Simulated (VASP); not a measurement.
## Ru: single point with revPBE+D3(BJ)

Ru:

```
Ru
1.0
     2.70580    0.00000    0.00000
    -1.35290    2.34329    0.00000
     0.00000    0.00000    4.28190
Ru
2
Direct
  0.66667 0.33333 0.75000
  0.33333 0.66667 0.25000
```

- Program: VASP 6.6.1
- Task: single point
- Functional: revPBE
- Dispersion: D3(BJ)
- Potentials or basis: VASP PAW PBE potentials, release 64 (Ru_pv)
- Cutoff: 520 eV
- k mesh: 11 × 11 × 6
- Occupations: fermi-dirac, width 0.05 eV
- Spin: no spin polarisation
- Dipole correction: no
- Further INCAR settings: ALGO = Normal; EDIFF = 1e-07; NBANDS = 21

```json
{
 "Pressure": "-6.9 GPa",
 "Band gap on the k mesh": "zero (band 14 reaches 14.39 eV, above the bottom of band 15 at 11.33 eV)",
 "Dispersion energy per atom": "-1.181 eV"
}
```

Levels at points of the mesh, in eV from the Fermi level:
```tsv
k point	band 12	band 13	band 14	band 15	band 16	band 17
(0.00, 0.00, 0.00)	-1.84	-1.84	-1.32	-1.32	1.25	1.25
(0.00, 0.00, 0.50)	-2.69	-2.64	-2.64	0.61	0.61	0.61
```

It took 56 s on 1 thread of AMD EPYC 7R13, with other jobs on the host, peak memory 0.13 GiB.

Caveat: the PAW data sets were made with another functional, which shifts forces and pressure a little; pairwise dispersion overbinds metals, which lowers pressure and volume.
